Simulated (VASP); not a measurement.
# ZnS (rocksalt type) (Fm-3m) in VASP: a series of runs, part 2 of 2

VASP 6.6.1. The steps go on from the part before.

## (5) Single point, PBE (volume scaled by 0.8)

The input, INCAR:

```
SYSTEM = ZnS
PREC = Accurate
ENCUT = 520
EDIFF = 1E-7
ISMEAR = -1
SIGMA = 0.08
LREAL = .FALSE.
LASPH = .TRUE.
NELM = 100
ALGO = Normal
ISIF = 2
LWAVE = .FALSE.
LCHARG = .FALSE.
GGA = PE
NBANDS = 16
```

The input, KPOINTS:

```
regular mesh
0
G
  14 14 14
  0 0 0
```

The input, POSCAR:

```
ZnS
1.0
    0.0000000000      2.3688444887      2.3688444887
    2.3688444887      0.0000000000      2.3688444887
    2.3688444887      2.3688444887      0.0000000000
Zn S
1 1
Direct
    0.0000000000      0.0000000000      0.0000000000
    0.5000000000      0.5000000000      0.5000000000
```

Potentials or basis: VASP PAW PBE potentials, release 64 (Zn, S).

Launch:

```
$ cat potpaw_PBE.64/Zn/POTCAR potpaw_PBE.64/S/POTCAR > POTCAR
$ mpirun -np 1 vasp_std > vasp.out
```

OUTCAR:

```text
SYSTEM = ZnS
   PREC = Accurate
   ENCUT = 520
   EDIFF = 1E-7
   ISMEAR = -1
   LREAL = .FALSE.
   LASPH = .TRUE.
   NELM = 100
   ISIF = 2
   GGA = PE

 ion  position               nearest neighbor table
   1  0.000  0.000  0.000-   2 2.37   2 2.37   2 2.37   2 2.37   2 2.37   2 2.37
   2  0.500  0.500  0.500-   1 2.37   1 2.37   1 2.37   1 2.37   1 2.37   1 2.37

  LATTYP: Found a face centered cubic cell.
 ALAT       =     4.7376889774

  Lattice vectors:

 A1 = (   0.0000000000,   2.3688444887,   2.3688444887)
 A2 = (   2.3688444887,   0.0000000000,   2.3688444887)
 A3 = (   2.3688444887,   2.3688444887,   0.0000000000)

Analysis of symmetry for initial positions (statically):
=====================================================================
 Subroutine PRICEL returns:
 Original cell was already a primitive cell.

 Routine SETGRP: Setting up the symmetry group for a
 face centered cubic supercell.

 Subroutine GETGRP returns: Found 48 space group operations
 (whereof 48 operations were pure point group operations)
 out of a pool of 48 trial point group operations.

The static configuration has the point symmetry O_h .

Analysis of symmetry for dynamics (positions and initial velocities):
=====================================================================
 Subroutine PRICEL returns:
 Original cell was already a primitive cell.

 Routine SETGRP: Setting up the symmetry group for a
 face centered cubic supercell.

 Subroutine GETGRP returns: Found 48 space group operations
 (whereof 48 operations were pure point group operations)
 out of a pool of 48 trial point group operations.

The dynamic configuration has the point symmetry O_h .

 Subroutine INISYM returns: Found 48 space group operations
 (whereof 48 operations are pure point group operations),
 and found     1 'primitive' translations

----------------------------------------------------------------------------------------

                                     Primitive cell

  volume of cell :      26.5852

  direct lattice vectors                    reciprocal lattice vectors
     0.000000000  2.368844489  2.368844489    -0.211073375  0.211073375  0.211073375
     2.368844489  0.000000000  2.368844489     0.211073375 -0.211073375  0.211073375
     2.368844489  2.368844489  0.000000000     0.211073375  0.211073375 -0.211073375

  length of vectors
     3.350052003  3.350052003  3.350052003     0.365589809  0.365589809  0.365589809

  position of ions in fractional coordinates (direct lattice)
     0.000000000  0.000000000  0.000000000
     0.500000000  0.500000000  0.500000000

  ion indices of the primitive-cell ions
   primitive index   ion index
                 1           1
                 2           2

----------------------------------------------------------------------------------------

 KPOINTS: regular mesh

Automatic generation of k-mesh.
 Grid dimensions read from file:
 generate k-points for:   14   14   14

 Generating k-lattice:

  Cartesian coordinates                     Fractional coordinates (reciprocal lattice)
    -0.015076670  0.015076670  0.015076670     0.071428571  0.000000000  0.000000000
     0.015076670 -0.015076670  0.015076670     0.000000000  0.071428571  0.000000000
     0.015076670  0.015076670 -0.015076670     0.000000000  0.000000000  0.071428571

  Length of vectors
     0.026113558  0.026113558  0.026113558

  Shift w.r.t. Gamma in fractional coordinates (k-lattice)
     0.000000000  0.000000000  0.000000000

 Subroutine IBZKPT returns following result:
 ===========================================

 Found    104 irreducible k-points:

 Following reciprocal coordinates:
            Coordinates               Weight
  0.000000  0.000000  0.000000      1.000000
  0.071429  0.000000  0.000000      8.000000
  0.142857  0.000000  0.000000      8.000000
  0.214286  0.000000  0.000000      8.000000
  0.285714  0.000000  0.000000      8.000000
  0.357143  0.000000  0.000000      8.000000
[... 16 lines left out ...]
  0.214286  0.142857  0.000000     24.000000
  0.285714  0.142857  0.000000     24.000000
 [... further k-points ...]
   k-points           NKPTS =    104   k-points in BZ     NKDIM =    104   number of bands    NBANDS=     16
   number of dos      NEDOS =    301   number of ions     NIONS =      2
   total plane-waves  NPLWV =  21952
   dimension x,y,z NGX =    28 NGY =   28 NGZ =   28
   dimension x,y,z NGXF=    56 NGYF=   56 NGZF=   56
   ions per type =               1   1
   NGX,Y,Z   is equivalent  to a cutoff of  13.89, 13.89, 13.89 a.u.
   NGXF,Y,Z  is equivalent  to a cutoff of  27.79, 27.79, 27.79 a.u.
 SYSTEM =  ZnS
   PREC   = accura    normal or accurate (medium, high low for compatibility)
   ISTART =      0    job   : 0-new  1-cont  2-samecut
   ICHARG =      2    charge: 1-file 2-atom 10-const
   ISPIN  =      1    spin polarized calculation?
   LNONCOLLINEAR =      F non collinear calculations
   LSORBIT =      F    spin-orbit coupling
   LASPH  =      T    aspherical Exc in radial PAW
   ENCUT  =  520.0 eV  38.22 Ry    6.18 a.u.   6.23  6.23  6.23*2*pi/ulx,y,z
   NELM   =    100;   NELMIN=  2; NELMDL= -5     # of ELM steps
   EDIFF  = 0.1E-06   stopping-criterion for ELM
   LREAL  =      F    real-space projection
   EDIFFG = 0.1E-05   stopping-criterion for IOM
   NSW    =      0    number of steps for IOM
   IBRION =     -1    ionic relax: 0-MD 1-quasi-New 2-CG
   NFREE  =      0    steps in history (QN), initial steepest desc. (CG)
   ISIF   =      2    stress and relaxation
   ISYM   =      2    0-nonsym 1-usesym 2-fastsym
   POTIM  = 0.5000    time-step for ionic-motion
   TEBEG  =    0.0;   TEEND  =   0.0 temperature during run
   PSTRESS=    0.0 pullay stress
   NELECT =      18.0000    total number of electrons
   NUPDOWN=      -1.0000    fix difference up-down
   EMIN   =  10.00;   EMAX   =-10.00  energy-range for DOS
   EFERMI =   0.00;   METHOD = LEGACY
   ISMEAR =    -1;   SIGMA  =   0.08  broadening in eV -4-tet -1-fermi 0-gaus
   EFERMI_NEDOS =   21; number of points for ismear=-14 and -15
   IALGO  =     38    algorithm
   IMIX   =      4    mixing-type and parameters
     AMIX     =   0.40;   BMIX     =  1.00
     AMIX_MAG =   1.60;   BMIX_MAG =  1.00
  volume/ion in A,a.u.               =      13.29        89.70
  Fermi-wavevector in a.u.,A,eV,Ry     =   1.437537  2.716552 28.116622  2.066513
  Thomas-Fermi vector in A             =   2.556604
   LORBIT       =      0    0 simple, 1 ext, 2 COOP (PROOUT), +10 PAW based schemes
   GGA     = PE    functional components
   LHFCALC =     F    Hartree Fock is set to
   AEXX    =    0.0000 exact exchange contribution
   IVDW    =     0    specifies the selected vdW correction
   LEPSILON=     F    determine dielectric tensor
   LRPA    =     F    only Hartree local field effects (RPA)
 non-spin polarized calculation
  energy-cutoff  :      520.00
  volume of cell :       26.59
 maximum number of plane-waves:       730
 NGX is ok and might be reduce to    28
   NGX = 13   NGY = 13   NGZ = 13

 number of electron      18.0000002 magnetization

 Free energy of the ion-electron system (eV)
  ---------------------------------------------------
  ext. energy  EPLUGINS =         0.00000000
  ---------------------------------------------------
  free energy    TOTEN  =        -5.66801879 eV

  energy without entropy =       -5.66260974  energy(sigma->0) =       -5.66531427

 E-fermi :   6.5560     XC(G=0): -11.9245

 val. band max:        6.5221454356   @ k =   0.5000   0.4286   0.0000
 cond. band min:       6.8522548373   @ k =  -0.4286   0.5000   0.0714
 fundamental gap:      0.3301094018
 Fermi energy:         6.5559727599

 k-point     1 :       0.0000    0.0000    0.0000
  band No.  band energies     occupation
      1      -9.3816      2.00000
      2      -0.5431      2.00000
      3      -0.5431      2.00000
      4      -0.5238      2.00000
      5      -0.5238      2.00000
      6      -0.5238      2.00000
[... 8 lines left out ...]
     15      19.0031      0.00000
     16      19.1266      0.00000
[... 419 lines left out ...]
 k-point    24 :       0.2857    0.1429    0.0000
  band No.  band energies     occupation
      1      -8.2889      2.00000
      2      -1.1127      2.00000
      3      -0.7063      2.00000
      4      -0.6765      2.00000
      5      -0.4156      2.00000
      6      -0.3467      2.00000
[... 8 lines left out ...]
     15      19.4977      0.00000
     16      20.7314      0.00000

 [... further k-points ...]

------------------------ aborting loop because EDIFF is reached ----------------------------------------

  FORCE on cell =-STRESS in cart. coord.  units (eV):
  Direction    XX          YY          ZZ          XY          YZ          ZX
  --------------------------------------------------------------------------------------
  -------------------------------------------------------------------------------------
  Total        5.3384776      5.3384776      5.3384776      0.0000000      0.0000000     -0.0000000
  in kB      321.7276271    321.7276271    321.7276271      0.0000000      0.0000000     -0.0000000
  external PRESSURE =     321.7276271 kB  Pullay stress =       0.0000000 kB

 VOLUME and BASIS-vectors are now :
 -----------------------------------------------------------------------------
  energy-cutoff  :      520.00
  volume of cell :       26.59
      direct lattice vectors                 reciprocal lattice vectors
     0.000000000  2.368844489  2.368844489    -0.211073375  0.211073375  0.211073375
     2.368844489  0.000000000  2.368844489     0.211073375 -0.211073375  0.211073375
     2.368844489  2.368844489  0.000000000     0.211073375  0.211073375 -0.211073375

 POSITION                                       TOTAL-FORCE (eV/Angst)
 -----------------------------------------------------------------------------------
      0.00000      0.00000      0.00000        -0.000000     -0.000000      0.000000
      2.36884      2.36884      2.36884         0.000000      0.000000     -0.000000
 -----------------------------------------------------------------------------------
    total drift:                               -0.000000      0.000000      0.000000

  FREE ENERGIE OF THE ION-ELECTRON SYSTEM (eV)
  ---------------------------------------------------
  free  energy   TOTEN  =        -5.6680187881 eV

  energy  without entropy=       -5.6626097429  energy(sigma->0) =       -5.66531427
```

OSZICAR:

```text
N       E                     dE             d eps       ncg     rms          rms(c)
DAV:   1     0.872253435006E+02    0.87225E+02   -0.90811E+03  3424   0.152E+03
DAV:   2    -0.144335633683E+01   -0.88669E+02   -0.82519E+02  3784   0.276E+02
DAV:   3    -0.610209168533E+01   -0.46587E+01   -0.46373E+01  4160   0.601E+01
DAV:   4    -0.613893359314E+01   -0.36842E-01   -0.36836E-01  3968   0.535E+00
DAV:   5    -0.613922347900E+01   -0.28989E-03   -0.28988E-03  4224   0.491E-01    0.111E+01
DAV:   6    -0.570443174598E+01    0.43479E+00   -0.73787E-01  4808   0.318E+01    0.820E+00
DAV:   7    -0.567011727370E+01    0.34314E-01   -0.23838E-01  4056   0.514E+00    0.364E+00
DAV:   8    -0.566856380696E+01    0.15535E-02   -0.58833E-03  4776   0.174E+00    0.825E-01
DAV:   9    -0.566798888903E+01    0.57492E-03   -0.20475E-03  4072   0.349E-01    0.846E-02
DAV:  10    -0.566800103018E+01   -0.12141E-04   -0.11110E-04  4016   0.865E-02    0.779E-02
DAV:  11    -0.566801835865E+01   -0.17328E-04   -0.94313E-06  4464   0.388E-02    0.403E-02
DAV:  12    -0.566801877837E+01   -0.41972E-06   -0.10182E-05  4192   0.349E-02    0.175E-02
DAV:  13    -0.566801878809E+01   -0.97161E-08   -0.82659E-07  3792   0.681E-03
   1 F= -.56680188E+01 E0= -.56653143E+01  d E =-.540905E-02
```

Run time: 21 s. Hardware: 1 thread of Intel Xeon 6975P-C (Granite Rapids), shared host; peak memory 0.17 GiB.

What came out:

```
Free energy            : -5.6680 eV
Pressure               : 32.2 GPa
Band gap on the k mesh : zero (band 9 reaches 6.47 eV, above the bottom of band 10 at 6.09 eV)
```

## (6) Overview

| cell | gap on the mesh (eV) | pressure (GPa) |
| --- | --- | --- |
| a = 3.110 Å, angles 60.0°, 2 atoms | none | 105.2 |
| a = 3.234 Å, angles 60.0°, 2 atoms | none | 59.7 |
| a = 3.350 Å, angles 60.0°, 2 atoms | none | 32.2 |

Alike in all rows: task single point; level PBE; potentials or basis VASP PAW PBE potentials, release 64 (Zn, S); no spin polarisation; k mesh 14 × 14 × 14; cutoff (eV) 520; smearing fermi-dirac 0.08 eV.

Absolute energies hang on the potentials; compare differences alone.
